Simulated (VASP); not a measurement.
# SnSe (Pnma) in VASP: further runs, part 3 of 3

VASP 6.6.1. The steps go on from the part before.

## Step 5: Relaxation of cell and atoms, PBEsol+D3(BJ)

This run uses another cell than the first one, of 26.68 Å³/atom.

INCAR

```
PREC = Accurate ; ENCUT = 600
EDIFF = 1E-6 ; ISMEAR = -1
SIGMA = 0.05 ; LREAL = F
LASPH = T ; NELM = 100
ALGO = Normal ; ISIF = 3
LWAVE = F ; LCHARG = F
GGA = PS ; IVDW = 12
IBRION = 2 ; NSW = 60
EDIFFG = -0.01
```

KPOINTS

```
Automatic mesh
0
Gamma
  3 6 6
```

POSCAR

```
SnSe
1.0
   11.4200000000      0.0000000000      0.0000000000
    0.0000000000      4.1900000000      0.0000000000
    0.0000000000      0.0000000000      4.4600000000
Sn Se
4 4
Direct
    0.8770000000      0.7500000000      0.9090000000
    0.6230000000      0.2500000000      0.4090000000
    0.3770000000      0.7500000000      0.5910000000
    0.1230000000      0.2500000000      0.0910000000
    0.6430000000      0.7500000000      0.9840000000
    0.8570000000      0.2500000000      0.4840000000
    0.1430000000      0.7500000000      0.5160000000
    0.3570000000      0.2500000000      0.0160000000
```

Potentials or basis: VASP PAW PBE potentials, release 64 (Sn_d, Se).

Started as:

```
$ cat potpaw_PBE.64/Sn_d/POTCAR potpaw_PBE.64/Se/POTCAR > POTCAR
$ mpirun -np 1 vasp_std > vasp.out
```

OUTCAR:

```text
PREC = Accurate
   ENCUT = 600
   EDIFF = 1E-6
   ISMEAR = -1
   LREAL = F
   LASPH = T
   NELM = 100
   ISIF = 3
   GGA = PS
   IVDW = 12
   IBRION = 2
   NSW = 60
   EDIFFG = -0.01
 IVDW          = 12

 ion  position               nearest neighbor table
   1  0.877  0.750  0.909-   5 2.69   6 2.83   6 2.83   4 3.60   4 3.60
   2  0.623  0.250  0.409-   6 2.69   5 2.83   5 2.83   3 3.60   3 3.60
   3  0.377  0.750  0.591-   7 2.69   8 2.83   8 2.83   2 3.60   2 3.60
   4  0.123  0.250  0.091-   8 2.69   7 2.83   7 2.83   1 3.60   1 3.60
   5  0.643  0.750  0.984-   1 2.69   2 2.83   2 2.83
   6  0.857  0.250  0.484-   2 2.69   1 2.83   1 2.83
   7  0.143  0.750  0.516-   3 2.69   4 2.83   4 2.83
   8  0.357  0.250  0.016-   4 2.69   3 2.83   3 2.83

  LATTYP: Found a simple orthorhombic cell.
 ALAT       =     4.1900000000
 B/A-ratio  =     1.0644391408
 C/A-ratio  =     2.7255369928

  Lattice vectors:

 A1 = (   0.0000000000,   4.1900000000,   0.0000000000)
 A2 = (   0.0000000000,   0.0000000000,   4.4600000000)
 A3 = (  11.4200000000,   0.0000000000,   0.0000000000)

Analysis of symmetry for initial positions (statically):
=====================================================================
 Subroutine PRICEL returns:
 Original cell was already a primitive cell.

 Routine SETGRP: Setting up the symmetry group for a
 simple orthorhombic supercell.

 Subroutine GETGRP returns: Found  8 space group operations
 (whereof  2 operations were pure point group operations)
 out of a pool of  8 trial point group operations.

The static configuration has the point symmetry S_2 .
 The point group associated with its full space group is D_2h.

Analysis of symmetry for dynamics (positions and initial velocities):
=====================================================================
 Subroutine PRICEL returns:
 Original cell was already a primitive cell.

 Routine SETGRP: Setting up the symmetry group for a
 simple orthorhombic supercell.

 Subroutine GETGRP returns: Found  8 space group operations
 (whereof  2 operations were pure point group operations)
 out of a pool of  8 trial point group operations.

The dynamic configuration has the point symmetry S_2 .
 The point group associated with its full space group is D_2h.

 Subroutine INISYM returns: Found  8 space group operations
 (whereof  2 operations are pure point group operations),
 and found     1 'primitive' translations

----------------------------------------------------------------------------------------

                                     Primitive cell

  volume of cell :     213.4101

  direct lattice vectors                    reciprocal lattice vectors
    11.420000000  0.000000000  0.000000000     0.087565674  0.000000000  0.000000000
     0.000000000  4.190000000  0.000000000     0.000000000  0.238663484  0.000000000
     0.000000000  0.000000000  4.460000000     0.000000000  0.000000000  0.224215247

  length of vectors
    11.420000000  4.190000000  4.460000000     0.087565674  0.238663484  0.224215247

  position of ions in fractional coordinates (direct lattice)
     0.877000000  0.750000000  0.909000000
     0.623000000  0.250000000  0.409000000
     0.377000000  0.750000000  0.591000000
     0.123000000  0.250000000  0.091000000
     0.643000000  0.750000000  0.984000000
     0.857000000  0.250000000  0.484000000
     0.143000000  0.750000000  0.516000000
     0.357000000  0.250000000  0.016000000

  ion indices of the primitive-cell ions
   primitive index   ion index
                 1           1
                 2           2
                 3           3
                 4           4
[... 32 lines left out ...]
            Coordinates               Weight
  0.000000  0.000000  0.000000      1.000000
  0.333333  0.000000  0.000000      2.000000
  0.000000  0.166667  0.000000      2.000000
  0.333333  0.166667  0.000000      4.000000
  0.000000  0.333333  0.000000      2.000000
  0.333333  0.333333  0.000000      4.000000
[... 16 lines left out ...]
  0.000000  0.500000  0.333333      2.000000
  0.333333  0.500000  0.333333      4.000000
 [... further k-points ...]
   k-points           NKPTS =     32   k-points in BZ     NKDIM =     32   number of bands    NBANDS=     48
   number of dos      NEDOS =    301   number of ions     NIONS =      8
   total plane-waves  NPLWV = 124416
   dimension x,y,z NGX =    96 NGY =   36 NGZ =   36
   dimension x,y,z NGXF=   192 NGYF=   72 NGZF=   72
   ions per type =               4   4
   NGX,Y,Z   is equivalent  to a cutoff of  13.98, 14.28, 13.42 a.u.
   NGXF,Y,Z  is equivalent  to a cutoff of  27.95, 28.57, 26.84 a.u.
 SYSTEM =  unknown system
   PREC   = accura    normal or accurate (medium, high low for compatibility)
   ISTART =      0    job   : 0-new  1-cont  2-samecut
   ICHARG =      2    charge: 1-file 2-atom 10-const
   ISPIN  =      1    spin polarized calculation?
   LNONCOLLINEAR =      F non collinear calculations
   LSORBIT =      F    spin-orbit coupling
   LASPH  =      T    aspherical Exc in radial PAW
   ENCUT  =  600.0 eV  44.10 Ry    6.64 a.u.  22.81  8.37  8.91*2*pi/ulx,y,z
   NELM   =    100;   NELMIN=  2; NELMDL= -5     # of ELM steps
   EDIFF  = 0.1E-05   stopping-criterion for ELM
   LREAL  =      F    real-space projection
   EDIFFG = -.1E-01   stopping-criterion for IOM
   NSW    =     60    number of steps for IOM
   IBRION =      2    ionic relax: 0-MD 1-quasi-New 2-CG
   NFREE  =      1    steps in history (QN), initial steepest desc. (CG)
   ISIF   =      3    stress and relaxation
   ISYM   =      2    0-nonsym 1-usesym 2-fastsym
   POTIM  = 0.5000    time-step for ionic-motion
   TEBEG  =    0.0;   TEEND  =   0.0 temperature during run
   PSTRESS=    0.0 pullay stress
   NELECT =      80.0000    total number of electrons
   NUPDOWN=      -1.0000    fix difference up-down
   EMIN   =  10.00;   EMAX   =-10.00  energy-range for DOS
   EFERMI =   0.00;   METHOD = LEGACY
   ISMEAR =    -1;   SIGMA  =   0.05  broadening in eV -4-tet -1-fermi 0-gaus
   EFERMI_NEDOS =   21; number of points for ismear=-14 and -15
   IALGO  =     38    algorithm
   IMIX   =      4    mixing-type and parameters
     AMIX     =   0.40;   BMIX     =  1.00
     AMIX_MAG =   1.60;   BMIX_MAG =  1.00
  volume/ion in A,a.u.               =      26.68       180.02
  Fermi-wavevector in a.u.,A,eV,Ry     =   1.180411  2.230653 18.957944  1.393370
  Thomas-Fermi vector in A             =   2.316704
   LORBIT       =      0    0 simple, 1 ext, 2 COOP (PROOUT), +10 PAW based schemes
   GGA     = PS    functional components
   LHFCALC =     F    Hartree Fock is set to
   AEXX    =    0.0000 exact exchange contribution
   IVDW    =    12    specifies the selected vdW correction
   LEPSILON=     F    determine dielectric tensor
   LRPA    =     F    only Hartree local field effects (RPA)
 conjugate gradient relaxation of ions
 non-spin polarized calculation
  energy-cutoff  :      600.00
  volume of cell :      213.41
 maximum number of plane-waves:      7152
 NGX is ok and might be reduce to    96
   NGX = 45   NGY = 17   NGZ = 17

--------------------------------------- Ionic step        1  -------------------------------------------

 number of electron      79.9999997 magnetization

 Free energy of the ion-electron system (eV)
  ---------------------------------------------------
  ext. energy  EPLUGINS =         0.00000000
  ---------------------------------------------------
  free energy    TOTEN  =       -35.87287829 eV

  energy without entropy =      -35.87268952  energy(sigma->0) =      -35.87278391

 E-fermi :   5.5780     XC(G=0):  -9.8770

 val. band max:        5.3373310635   @ k =   0.0000   0.0000   0.3333
 cond. band min:       5.8165235998   @ k =   0.0000   0.3333   0.0000
 fundamental gap:      0.4791925363
 Fermi energy:         5.5780178498

 k-point     1 :       0.0000    0.0000    0.0000
  band No.  band energies     occupation
      1     -15.9116      2.00000
      2     -15.9001      2.00000
      3     -15.8973      2.00000
      4     -15.8971      2.00000
      5     -15.8940      2.00000
      6     -15.8918      2.00000
[... 1346 lines left out ...]
  FREE ENERGIE OF THE ION-ELECTRON SYSTEM (eV)
  ---------------------------------------------------
  free  energy   TOTEN  =       -38.7004780308 eV

  energy  without entropy=      -38.7000220135  energy(sigma->0) =      -38.70025002

[... ionic steps 4 to 17 ...]

--------------------------------------- Ionic step       18  -------------------------------------------

 number of electron      80.0000010 magnetization

------------------------ aborting loop because EDIFF is reached ----------------------------------------
[... 87 lines left out ...]
--------------------------------------- Ionic step       20  -------------------------------------------

 number of electron      80.0000009 magnetization

 Free energy of the ion-electron system (eV)
  ---------------------------------------------------
  ext. energy  EPLUGINS =         0.00000000
  ---------------------------------------------------
  free energy    TOTEN  =       -35.84847682 eV

  energy without entropy =      -35.84720652  energy(sigma->0) =      -35.84784167

 E-fermi :   6.5202     XC(G=0): -10.2934

 val. band max:        6.3946495250   @ k =   0.0000   0.0000   0.3333
 cond. band min:       6.6356072536   @ k =   0.0000   0.0000   0.0000
 fundamental gap:      0.2409577285
 Fermi energy:         6.5201574144

 k-point     1 :       0.0000    0.0000    0.0000
  band No.  band energies     occupation
      1     -15.0307      2.00000
      2     -15.0125      2.00000
      3     -15.0098      2.00000
      4     -15.0091      2.00000
      5     -15.0050      2.00000
      6     -15.0003      2.00000
[... 1254 lines left out ...]
  FREE ENERGIE OF THE ION-ELECTRON SYSTEM (eV)
  ---------------------------------------------------
  free  energy   TOTEN  =       -38.7840849965 eV

  energy  without entropy=      -38.7828146987  energy(sigma->0) =      -38.78344985

 reached required accuracy - stopping structural energy minimisation
```

It took 2 h on 1 thread of Oxide Virtual Turin-like, shared host; peak memory 0.55 GiB.

Results:

```yaml
Free_energy: -38.7841 eV
Relaxed_volume: 24.51 Å³/atom
Relaxed_cell: a = 11.239 Å, b = 4.108 Å, c = 4.247 Å, α = 90.00°, β = 90.00°, γ = 90.00°
Space_group_after_relaxing_to_0.1_Å: Pnma (No. 62)
Energy_gained_by_relaxing: 27.4 meV/atom
Ionic_steps: 20
Pressure_after_relaxing: 0.0 GPa
Largest_force_after_relaxing: 0.010 eV/Å
Band_gap_on_the_k_mesh: 0.24 eV (least direct gap 0.52 eV)
Dispersion_energy_per_atom: -0.367 eV
```

Forces on the atoms (eV/Å):
```
Sn  -0.005  0.000  0.008
Sn   0.005  0.000  0.008
Sn  -0.005  0.000 -0.008
Sn   0.005  0.000 -0.008
Se  -0.004  0.000  0.009
Se   0.004  0.000  0.009
Se  -0.004  0.000 -0.009
Se   0.004  0.000 -0.009
```

Step by step:
| step | energy change (eV) | largest force (eV/Å) | pressure (GPa) | volume (Å³) |
| --- | --- | --- | --- | --- |
| 1 | 0.0000 | 0.2538 | -2.53 | 213.41 |
| 2 | -0.1348 | 0.4221 | 0.53 | 200.65 |
| 3 | -0.1356 | 0.4060 | 0.28 | 201.50 |
| 4 | -0.1724 | 0.2494 | -0.08 | 200.64 |
| 5 | -0.1900 | 0.1655 | -0.47 | 199.39 |
| 6 | -0.2136 | 0.0887 | -0.07 | 196.65 |
| 7 | -0.2149 | 0.0732 | 0.08 | 195.86 |
| 8 | -0.2166 | 0.0474 | -0.01 | 196.32 |
| 9 | -0.2172 | 0.0217 | -0.10 | 196.80 |
| 10 | -0.2180 | 0.0321 | 0.03 | 196.47 |
| 11 | -0.2181 | 0.0372 | 0.07 | 196.37 |
| 12 | -0.2180 | 0.0481 | 0.15 | 196.17 |
| 13 | -0.2181 | 0.0402 | 0.09 | 196.33 |
| 14 | -0.2185 | 0.0268 | -0.03 | 196.61 |
| 15 | -0.2185 | 0.0236 | -0.06 | 196.68 |
| 16 | -0.2189 | 0.0177 | -0.03 | 196.51 |
| 17 | -0.2190 | 0.0140 | -0.02 | 196.40 |
| 18 | -0.2190 | 0.0152 | -0.01 | 196.37 |
| 19 | -0.2191 | 0.0111 | 0.01 | 196.18 |
| 20 | -0.2192 | 0.0099 | 0.02 | 196.10 |

Final structure:
```
CELL_PARAMETERS angstrom
11.23879 0.00000 0.00000
0.00000 4.10821 0.00000
0.00000 0.00000 4.24720
ATOMIC_POSITIONS crystal
Sn 0.88403 0.75000 0.91980
Sn 0.61597 0.25000 0.41980
Sn 0.38403 0.75000 0.58020
Sn 0.11597 0.25000 0.08020
Se 0.64121 0.75000 0.97636
Se 0.85879 0.25000 0.47636
Se 0.14122 0.75000 0.52364
Se 0.35878 0.25000 0.02364
```

Caveat: semilocal functionals underestimate gaps, and a narrow one can read as zero; the PAW data sets were made with another functional, which shifts forces and pressure a little; spin-orbit coupling is left out, which moves the levels of the heavy elements.

## Step 6: The runs side by side

```csv
task,level,cell,cutoff (eV),gap on the mesh (eV),pressure (GPa),relaxed volume (Å³/atom),largest force (eV/Å)
single point,RPBE+D3(BJ),"a = 11.343, b = 4.162, c = 4.430 Å, 8 atoms",520,0.57,-8.9,-,0.52
single point,PBE exchange alone,"a = 11.343, b = 4.162, c = 4.430 Å, 8 atoms",520,0.66,13.9,-,0.73
relaxation of cell and atoms,PBEsol,"relaxed from a = 11.420, b = 4.190, c = 4.460 Å, 8 atoms",600,0.40,0.0,25.93,0.01
relaxation of cell and atoms,PBEsol+D3(BJ),"relaxed from a = 11.420, b = 4.190, c = 4.460 Å, 8 atoms",600,0.24,0.0,24.51,0.01
```

Alike in all rows: potentials or basis VASP PAW PBE potentials, release 64 (Sn_d, Se); no spin polarisation; k mesh 3 × 6 × 6; smearing fermi-dirac 0.05 eV.

Caveats: semilocal functionals underestimate gaps, and a narrow one can read as zero; spin-orbit coupling is left out, which moves the levels of the heavy elements; the PAW data sets were made with another functional, which shifts forces and pressure a little (at least some runs); the cell stands under tension (at least some runs); the dispersion term is far too large for a dense solid, which distorts pressure and volume (at least some runs); the cell stands under pressure (at least some runs).

Absolute energies hang on the potentials; compare differences alone.
